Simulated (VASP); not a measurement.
# CrGe4Mo (P4/mmm) in VASP: further runs

The runs below take CrGe4Mo through single point, with PBE.

Program: VASP 6.6.1. These are calculated values, not measurements. Logs are shortened: lines on timing, memory, paths and dates and some standing lists are left out, and cuts for length are marked.

## (1) The cell of the first run

Symmetry: P4/mmm, No. 123, tetragonal system. The conventional cell has a = 3.290 Å, b = 3.290 Å, c = 8.170 Å, α = 90.00°, β = 90.00°, γ = 90.00°. Within 3.5 Å of Cr (site symmetry 4/mmm) lie 10 Ge at 2.65 to 2.73 Å and 4 Cr at 3.29 Å. Within 3.6 Å of Ge (site symmetry 4mm) lie 4 Mo at 2.69 Å and 9 Ge at 2.71 to 3.29 Å and 1 Cr at 2.73 Å. Ge (site symmetry 4mm) has 9 Ge at 2.55 to 3.29 Å and 4 Cr at 2.65 Å and 1 Mo at 2.81 Å within 3.4 Å. Within 3.6 Å of Mo (site symmetry 4/mmm) lie 10 Ge at 2.69 to 2.81 Å and 4 Mo at 3.29 Å.

## (2) Single point, PBE, collinear spin, ferromagnetic start

INCAR reads:

```
SYSTEM = CrGe4Mo
  PREC = Accurate
  ENCUT = 520
  EDIFF = 1E-7
  ISMEAR = 0
  SIGMA = 0.1
  LREAL = .False.
  LASPH = .True.
  NELM = 150
  ALGO = Normal
  ISIF = 2
  LWAVE = .False.
  LCHARG = .False.
  ISPIN = 2
  MAGMOM = 3 0 0 0 0 1
  LORBIT = 11
  LMAXMIX = 4
  GGA = PE
  NBANDS = 54
```

KPOINTS reads:

```
Automatic mesh
0
Gamma
  6 6 2
  0 0 0
```

POSCAR reads:

```
CrGe4Mo
1.0
    3.2902351000      0.0000000000      0.0000000000
    0.0000000000      3.2902351000      0.0000000000
    0.0000000000      0.0000000000      8.1700603000
Cr Ge Mo
1 4 1
Direct
    0.0000000000      0.0000000000      0.0000000000
    0.0000000000      0.0000000000      0.6661190000
    0.5000000000      0.5000000000      0.1562800000
    0.0000000000      0.0000000000      0.3338810000
    0.5000000000      0.5000000000      0.8437200000
    0.5000000000      0.5000000000      0.5000000000
```

Potentials or basis: VASP PAW PBE potentials, release 64 (Cr_pv, Ge_d, Mo_sv).

Launch:

```bash
> cat potpaw_PBE.64/Cr_pv/POTCAR potpaw_PBE.64/Ge_d/POTCAR potpaw_PBE.64/Mo_sv/POTCAR > POTCAR
> mpirun -np 1 vasp_std > vasp.out
```

OUTCAR:

```text
SYSTEM = CrGe4Mo
   PREC = Accurate
   ENCUT = 520
   EDIFF = 1E-7
   ISMEAR = 0
   LREAL = .False.
   LASPH = .True.
   NELM = 150
   ISIF = 2
   ISPIN = 2
   LORBIT = 11
   GGA = PE

 ion  position               nearest neighbor table
   1  0.000  0.000  0.000-   3 2.65   5 2.65   3 2.65   5 2.65   3 2.65   5 2.65   3 2.65   5 2.65
                             4 2.73   2 2.73
   2  0.000  0.000  0.666-   6 2.69   6 2.69   6 2.69   6 2.69   4 2.71   1 2.73   5 2.74   5 2.74
                             5 2.74   5 2.74
   3  0.500  0.500  0.156-   5 2.55   1 2.65   1 2.65   1 2.65   1 2.65   4 2.74   4 2.74   4 2.74
                             4 2.74   6 2.81
   4  0.000  0.000  0.334-   6 2.69   6 2.69   6 2.69   6 2.69   2 2.71   1 2.73   3 2.74   3 2.74
                             3 2.74   3 2.74
   5  0.500  0.500  0.844-   3 2.55   1 2.65   1 2.65   1 2.65   1 2.65   2 2.74   2 2.74   2 2.74
                             2 2.74   6 2.81
   6  0.500  0.500  0.500-   2 2.69   4 2.69   2 2.69   4 2.69   2 2.69   4 2.69   2 2.69   4 2.69
                             3 2.81   5 2.81

  LATTYP: Found a simple tetragonal cell.
 ALAT       =     3.2902351000
 C/A-ratio  =     2.4831235616

  Lattice vectors:

 A1 = (   3.2902351000,   0.0000000000,   0.0000000000)
 A2 = (   0.0000000000,   3.2902351000,   0.0000000000)
 A3 = (   0.0000000000,   0.0000000000,   8.1700603000)

Analysis of symmetry for initial positions (statically):
=====================================================================
 Subroutine PRICEL returns:
 Original cell was already a primitive cell.

 Routine SETGRP: Setting up the symmetry group for a
 simple tetragonal supercell.

 Subroutine GETGRP returns: Found 16 space group operations
 (whereof 16 operations were pure point group operations)
 out of a pool of 16 trial point group operations.

The static configuration has the point symmetry D_4h.

Analysis of symmetry for dynamics (positions and initial velocities):
=====================================================================
 Subroutine PRICEL returns:
 Original cell was already a primitive cell.

 Routine SETGRP: Setting up the symmetry group for a
 simple tetragonal supercell.

 Subroutine GETGRP returns: Found 16 space group operations
 (whereof 16 operations were pure point group operations)
 out of a pool of 16 trial point group operations.

The dynamic configuration has the point symmetry D_4h.

Analysis of structural, dynamic, and magnetic symmetry:
=====================================================================
 Subroutine PRICEL returns:
 Original cell was already a primitive cell.

 Routine SETGRP: Setting up the symmetry group for a
 simple tetragonal supercell.

 Subroutine GETGRP returns: Found 16 space group operations
 (whereof 16 operations were pure point group operations)
 out of a pool of 16 trial point group operations.

The overall configuration has the point symmetry D_4h.

 Subroutine INISYM returns: Found 16 space group operations
 (whereof 16 operations are pure point group operations),
 and found     1 'primitive' translations

----------------------------------------------------------------------------------------

                                     Primitive cell

  volume of cell :      88.4462

  direct lattice vectors                    reciprocal lattice vectors
     3.290235100  0.000000000  0.000000000     0.303929649  0.000000000  0.000000000
     0.000000000  3.290235100  0.000000000     0.000000000  0.303929649  0.000000000
     0.000000000  0.000000000  8.170060300     0.000000000  0.000000000  0.122398117

  length of vectors
     3.290235100  3.290235100  8.170060300     0.303929649  0.303929649  0.122398117

  position of ions in fractional coordinates (direct lattice)
     0.000000000  0.000000000  0.000000000
     0.000000000  0.000000000  0.666119000
     0.500000000  0.500000000  0.156280000
     0.000000000  0.000000000  0.333881000
     0.500000000  0.500000000  0.843720000
[... 42 lines left out ...]
  0.500000  0.000000  0.000000      2.000000
  0.166667  0.166667  0.000000      4.000000
  0.333333  0.166667  0.000000      8.000000
[... 12 lines left out ...]
  0.500000  0.333333  0.500000      4.000000
  0.500000  0.500000  0.500000      1.000000
   k-points           NKPTS =     20   k-points in BZ     NKDIM =     20   number of bands    NBANDS=     54
   number of dos      NEDOS =    301   number of ions     NIONS =      6
   total plane-waves  NPLWV =  36864
   dimension x,y,z NGX =    24 NGY =   24 NGZ =   64
   dimension x,y,z NGXF=    48 NGYF=   48 NGZF=  128
   ions per type =               1   4   1
   NGX,Y,Z   is equivalent  to a cutoff of  12.13, 12.13, 13.02 a.u.
   NGXF,Y,Z  is equivalent  to a cutoff of  24.25, 24.25, 26.05 a.u.
 SYSTEM =  CrGe4Mo
   PREC   = accura    normal or accurate (medium, high low for compatibility)
   ISTART =      0    job   : 0-new  1-cont  2-samecut
   ICHARG =      2    charge: 1-file 2-atom 10-const
   ISPIN  =      2    spin polarized calculation?
   LNONCOLLINEAR =      F non collinear calculations
   LSORBIT =      F    spin-orbit coupling
   LASPH  =      T    aspherical Exc in radial PAW
   ENCUT  =  520.0 eV  38.22 Ry    6.18 a.u.   6.12  6.12 15.19*2*pi/ulx,y,z
   NELM   =    150;   NELMIN=  2; NELMDL= -5     # of ELM steps
   EDIFF  = 0.1E-06   stopping-criterion for ELM
   LREAL  =      F    real-space projection
   EDIFFG = 0.1E-05   stopping-criterion for IOM
   NSW    =      0    number of steps for IOM
   IBRION =     -1    ionic relax: 0-MD 1-quasi-New 2-CG
   NFREE  =      0    steps in history (QN), initial steepest desc. (CG)
   ISIF   =      2    stress and relaxation
   ISYM   =      2    0-nonsym 1-usesym 2-fastsym
   POTIM  = 0.5000    time-step for ionic-motion
   TEBEG  =    0.0;   TEEND  =   0.0 temperature during run
   PSTRESS=    0.0 pullay stress
   NELECT =      82.0000    total number of electrons
   NUPDOWN=      -1.0000    fix difference up-down
   EMIN   =  10.00;   EMAX   =-10.00  energy-range for DOS
   EFERMI =   0.00;   METHOD = LEGACY
   ISMEAR =     0;   SIGMA  =   0.10  broadening in eV -4-tet -1-fermi 0-gaus
   EFERMI_NEDOS =   21; number of points for ismear=-14 and -15
   IALGO  =     38    algorithm
   IMIX   =      4    mixing-type and parameters
     AMIX     =   0.40;   BMIX     =  1.00
     AMIX_MAG =   1.60;   BMIX_MAG =  1.00
  volume/ion in A,a.u.               =      14.74        99.48
  Fermi-wavevector in a.u.,A,eV,Ry     =   1.596319  3.016606 34.670842  2.548235
  Thomas-Fermi vector in A             =   2.694100
   LORBIT       =     11    0 simple, 1 ext, 2 COOP (PROOUT), +10 PAW based schemes
   GGA     = PE    functional components
   LHFCALC =     F    Hartree Fock is set to
   AEXX    =    0.0000 exact exchange contribution
   IVDW    =     0    specifies the selected vdW correction
   LEPSILON=     F    determine dielectric tensor
   LRPA    =     F    only Hartree local field effects (RPA)
 spin polarized calculation
 Gauss-broadening in eV      SIGMA  =   0.10
  energy-cutoff  :      520.00
  volume of cell :       88.45
 maximum number of plane-waves:      2416
   NGX = 13   NGY = 13   NGZ = 31

 number of electron      82.0000018 magnetization       0.0001373

 number of electron      82.0000018 magnetization      -0.0004047

 Free energy of the ion-electron system (eV)
  ---------------------------------------------------
  ext. energy  EPLUGINS =         0.00000000
  ---------------------------------------------------
  free energy    TOTEN  =       -38.69310337 eV

  energy without entropy =      -38.67915477  energy(sigma->0) =      -38.68612907

 E-fermi :   9.7976     XC(G=0): -12.7324

 val. band max:        9.7831060967   @ k =   0.5000   0.0000   0.5000
 cond. band min:       9.8110142527   @ k =   0.1667   0.0000   0.0000
 fundamental gap:      0.0279081560
 Fermi energy:         9.7976391869

 spin component 1

 k-point     1 :       0.0000    0.0000    0.0000
  band No.  band energies     occupation
      1     -50.9603      1.00000
      2     -33.1252      1.00000
      3     -33.1252      1.00000
      4     -32.9777      1.00000
      5     -25.1121      1.00000
      6     -25.0184      1.00000
[... 1109 lines left out ...]
     52      14.1633      0.00000
     53      14.5807      0.00000
 Fermi energy:         9.7976391869

 spin component 2

 k-point     1 :       0.0000    0.0000    0.0000
  band No.  band energies     occupation
      1     -50.9603      1.00000
      2     -33.1256      1.00000
      3     -33.1256      1.00000
      4     -32.9782      1.00000
      5     -25.1121      1.00000
      6     -25.0184      1.00000
[... 1109 lines left out ...]
     52      14.1633      0.00000
     53      14.5807      0.00000
 [bands above 53 left out]

------------------------ aborting loop because EDIFF is reached ----------------------------------------

  FORCE on cell =-STRESS in cart. coord.  units (eV):
  Direction    XX          YY          ZZ          XY          YZ          ZX
  --------------------------------------------------------------------------------------
  -------------------------------------------------------------------------------------
  Total        0.0546130      0.0546130      0.4051497      0.0000000     -0.0000000      0.0000000
  in kB        0.9892997      0.9892997      7.3391697      0.0000000     -0.0000000      0.0000000
  external PRESSURE =       3.1059230 kB  Pullay stress =       0.0000000 kB

 VOLUME and BASIS-vectors are now :
 -----------------------------------------------------------------------------
  energy-cutoff  :      520.00
  volume of cell :       88.45
      direct lattice vectors                 reciprocal lattice vectors
     3.290235100  0.000000000  0.000000000     0.303929649  0.000000000  0.000000000
     0.000000000  3.290235100  0.000000000     0.000000000  0.303929649  0.000000000
     0.000000000  0.000000000  8.170060300     0.000000000  0.000000000  0.122398117

 POSITION                                       TOTAL-FORCE (eV/Angst)
 -----------------------------------------------------------------------------------
      0.00000      0.00000      0.00000        -0.000000     -0.000000      0.000000
      0.00000      0.00000      5.44223         0.000000     -0.000000      0.034067
      1.64512      1.64512      1.27682         0.000000      0.000000      0.022443
      0.00000      0.00000      2.72783        -0.000000     -0.000000     -0.034067
      1.64512      1.64512      6.89324        -0.000000      0.000000     -0.022443
      1.64512      1.64512      4.08503        -0.000000     -0.000000      0.000000
 -----------------------------------------------------------------------------------
    total drift:                                0.000000     -0.000000      0.000000

  FREE ENERGIE OF THE ION-ELECTRON SYSTEM (eV)
  ---------------------------------------------------
  free  energy   TOTEN  =       -38.6931033684 eV

  energy  without entropy=      -38.6791547679  energy(sigma->0) =      -38.68612907

 total charge

# of ion       s       p       d       tot
------------------------------------------
    1        0.259   6.249   4.276  10.784
    2        1.135   1.203  10.094  12.431
    3        1.136   1.176  10.088  12.400
    4        1.135   1.203  10.094  12.431
    5        1.136   1.176  10.088  12.400
    6        2.252   6.157   4.070  12.479
--------------------------------------------------
tot          7.052  17.164  48.710  72.926

 magnetization (x)

# of ion       s       p       d       tot
------------------------------------------
    1       -0.000  -0.000  -0.000  -0.000
    2       -0.000   0.000   0.000   0.000
    3        0.000   0.000   0.000   0.000
    4       -0.000   0.000   0.000   0.000
    5        0.000   0.000   0.000   0.000
    6        0.000   0.000   0.000   0.000
--------------------------------------------------
tot          0.000   0.000  -0.000  -0.000
```

It took 1.9 min on 1 thread of Intel Xeon 6975P-C (Granite Rapids), shared host; peak memory 0.3 GiB.

What came out:

```yaml
Free_energy: -38.6931 eV
Pressure: 0.3 GPa
Largest_force: 0.034 eV/Å
Band_gap_on_the_k_mesh: zero (filled and empty bands overlap)
Net_moment: 0.00 μB per cell
Valence_electrons_inside_the_program's_atomic_spheres: Cr 10.78; Ge 12.43, 12.40 (each value once); Mo 12.48
```

Forces in eV/Å, atoms in the order of the input:
```
Cr   0.000  0.000  0.000
Ge   0.000  0.000  0.034
Ge   0.000  0.000  0.022
Ge   0.000  0.000 -0.034
Ge   0.000  0.000 -0.022
Mo   0.000  0.000  0.000
```

Caveat: the k points lie up to 0.38 Å⁻¹ apart, too coarse for converged energies and pressures of a metal.

## (3) Single point, PBE (15.63 Å³/atom)

This run uses another cell than the first one, of 15.63 Å³/atom.

INCAR reads:

```
SYSTEM = CrGe4Mo
  PREC = Accurate
  ENCUT = 520
  EDIFF = 1E-7
  ISMEAR = 0
  SIGMA = 0.1
  LREAL = .FALSE.
  LASPH = .TRUE.
  NELM = 60
  ALGO = Normal
  ISIF = 2
  LWAVE = .FALSE.
  LCHARG = .TRUE.
  GGA = PE
  LELF = .TRUE.
  LVHAR = .TRUE.
  NBANDS = 50
```

KPOINTS reads:

```
regular mesh
0
G
  12 12 6
  0 0 0
```

POSCAR reads:

```
CrGe4Mo
1.0
    3.3535073962      0.0000000000      0.0000000000
    0.0000000000      3.3535073962      0.0000000000
    0.0000000000      0.0000000000      8.3365517850
Cr Ge Mo
1 4 1
Direct
    0.0000000000      0.0000000000      0.0000000000
    0.0000000000      0.0000000000      0.6642416483
    0.5000000000      0.5000000000      0.1557944253
    0.0000000000      0.0000000000      0.3357583517
    0.5000000000      0.5000000000      0.8442055747
    0.5000000000      0.5000000000      0.5000000000
```

Potentials or basis: VASP PAW PBE potentials, release 64 (Cr_pv, Ge_d, Mo_sv).

Launch:

```bash
> cat potpaw_PBE.64/Cr_pv/POTCAR potpaw_PBE.64/Ge_d/POTCAR potpaw_PBE.64/Mo_sv/POTCAR > POTCAR
> mpirun -np 1 vasp_std > vasp.out
```

OUTCAR:

```text
SYSTEM = CrGe4Mo
   PREC = Accurate
   ENCUT = 520
   EDIFF = 1E-7
   ISMEAR = 0
   LREAL = .FALSE.
   LASPH = .TRUE.
   NELM = 60
   ISIF = 2
   GGA = PE

 ion  position               nearest neighbor table
   1  0.000  0.000  0.000-   3 2.70   5 2.70   3 2.70   5 2.70   3 2.70   5 2.70   3 2.70   5 2.70
                             4 2.80   2 2.80
   2  0.000  0.000  0.664-   6 2.74   6 2.74   6 2.74   6 2.74   4 2.74   1 2.80   5 2.81   5 2.81
                             5 2.81   5 2.81
   3  0.500  0.500  0.156-   5 2.60   1 2.70   1 2.70   1 2.70   1 2.70   4 2.81   4 2.81   4 2.81
                             4 2.81   6 2.87
   4  0.000  0.000  0.336-   6 2.74   6 2.74   6 2.74   6 2.74   2 2.74   1 2.80   3 2.81   3 2.81
                             3 2.81   3 2.81
[... 1485 lines left out ...]
  Total       -4.3629119     -4.3629119     -4.3754982      0.0000000     -0.0000000     -0.0000000
  in kB      -74.5593366    -74.5593366    -74.7744279      0.0000000     -0.0000000     -0.0000000
  external PRESSURE =     -74.6310337 kB  Pullay stress =       0.0000000 kB

 VOLUME and BASIS-vectors are now :
 -----------------------------------------------------------------------------
  energy-cutoff  :      520.00
  volume of cell :       93.75
      direct lattice vectors                 reciprocal lattice vectors
     3.353507396  0.000000000  0.000000000     0.298195257  0.000000000  0.000000000
     0.000000000  3.353507396  0.000000000     0.000000000  0.298195257  0.000000000
     0.000000000  0.000000000  8.336551785     0.000000000  0.000000000  0.119953672

 POSITION                                       TOTAL-FORCE (eV/Angst)
 -----------------------------------------------------------------------------------
      0.00000      0.00000      0.00000        -0.000000      0.000000      0.000000
      0.00000      0.00000      5.53748        -0.000000      0.000000      0.010118
      1.67675      1.67675      1.29879        -0.000000     -0.000000     -0.005412
      0.00000      0.00000      2.79907         0.000000      0.000000     -0.010118
      1.67675      1.67675      7.03776        -0.000000      0.000000      0.005412
      1.67675      1.67675      4.16828        -0.000000      0.000000      0.000000
 -----------------------------------------------------------------------------------
    total drift:                                0.000000      0.000000      0.000000

  FREE ENERGIE OF THE ION-ELECTRON SYSTEM (eV)
  ---------------------------------------------------
  free  energy   TOTEN  =       -38.5742262012 eV

  energy  without entropy=      -38.5673048359  energy(sigma->0) =      -38.57076552
```

OSZICAR:

```text
N       E                     dE             d eps       ncg     rms          rms(c)
DAV:   1     0.103552998325E+04    0.10355E+04   -0.38484E+04 14490   0.445E+03
DAV:   2     0.146391932112E+03   -0.88914E+03   -0.85645E+03 11208   0.102E+03
DAV:   3    -0.274275920250E+02   -0.17382E+03   -0.16714E+03 11464   0.272E+02
DAV:   4    -0.417124113576E+02   -0.14285E+02   -0.13762E+02 13638   0.788E+01
[... 11 lines left out ...]
DAV:  16    -0.385742318763E+02    0.33176E-05   -0.17742E-05 13348   0.102E-01    0.643E-02
DAV:  17    -0.385742280512E+02    0.38250E-05   -0.56930E-06 15344   0.162E-02    0.282E-02
DAV:  18    -0.385742264007E+02    0.16505E-05   -0.22890E-06 11920   0.130E-02    0.467E-03
DAV:  19    -0.385742262375E+02    0.16327E-06   -0.42367E-07 10662   0.653E-03    0.126E-03
DAV:  20    -0.385742262012E+02    0.36256E-07   -0.59012E-08  6098   0.242E-03
   1 F= -.38574226E+02 E0= -.38570766E+02  d E =-.692137E-02
```

stdout:

```text
POSCAR found type information on POSCAR CrGeMo
 POSCAR found :  3 types and       6 ions
 scaLAPACK will be used
 LDA part: xc-table for (Slater+PW92), standard interpolation
 POSCAR, INCAR and KPOINTS ok, starting setup
 FFT: planning ... GRIDC
 FFT: planning ... GRID_SOFT
 FFT: planning ... GRID
 WAVECAR not read
 entering main loop
```

Wall time 5.7 min (1 thread of Intel Xeon 6975P-C (Granite Rapids), shared host); peak memory 0.54 GiB.

What came out:

```
Free energy            : -38.5742 eV
Pressure               : -7.5 GPa
Largest force          : 0.010 eV/Å
Band gap on the k mesh : zero (bands 41 and 42 overlap by 0.69 eV)
```

Forces in eV/Å, atoms in the order of the input:
```
Cr   0.000  0.000  0.000
Ge   0.000  0.000  0.010
Ge   0.000  0.000 -0.005
Ge   0.000  0.000 -0.010
Ge   0.000  0.000  0.005
Mo   0.000  0.000  0.000
```

Caveat: the cell stands under tension; the run has no spin polarisation, though such a crystal can be magnetic.
